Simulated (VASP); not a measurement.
SiC: single point with PBEsol

SiC:

```xyz
2
Lattice="0.0000 1.8407 1.8407 1.8407 0.0000 1.8407 1.8407 1.8407 0.0000" Properties=species:S:1:pos:R:3 pbc="T T T"
C     0.0000    0.0000    0.0000
Si    1.8407    1.8407    1.8407
```

This cell differs from its parent crystal: volume scaled by 0.760.

| Quantity | Value |
| --- | --- |
| Program | VASP 6.6.1 |
| Task | single point |
| Functional | PBEsol |
| Potentials or basis | VASP PAW PBE potentials, release 64 (C, Si) |
| Cutoff | 520 eV |
| k mesh | 20 × 20 × 20 |
| Occupations | gaussian, width 0.05 eV |
| Spin | no spin polarisation |

- Pressure: 129.5 GPa
- Band gap on the k mesh: 0.92 eV, indirect (least direct gap 6.48 eV)

Levels at points of the mesh, in eV from the valence-band top:
```tsv
k point	band 1	band 2	band 3	band 4	band 5	band 6	band 7	band 8
(0.00, 0.00, 0.00)	-22.13	0.00	0.00	0.00	8.90	8.90	8.90	13.32
(0.50, 0.00, 0.00)	-15.71	-14.13	-1.96	-1.96	6.68	6.68	7.74	12.85
(0.50, 0.50, 0.00)	-13.07	-12.72	-5.57	-5.57	0.92	1.24	19.13	19.41
```

It took 46 s on 1 thread of Intel Xeon 8259CL (shared host), peak memory 0.15 GiB.

Caveat: the PAW data sets were made with another functional, which shifts forces and pressure a little. A k mesh can miss the band edges.
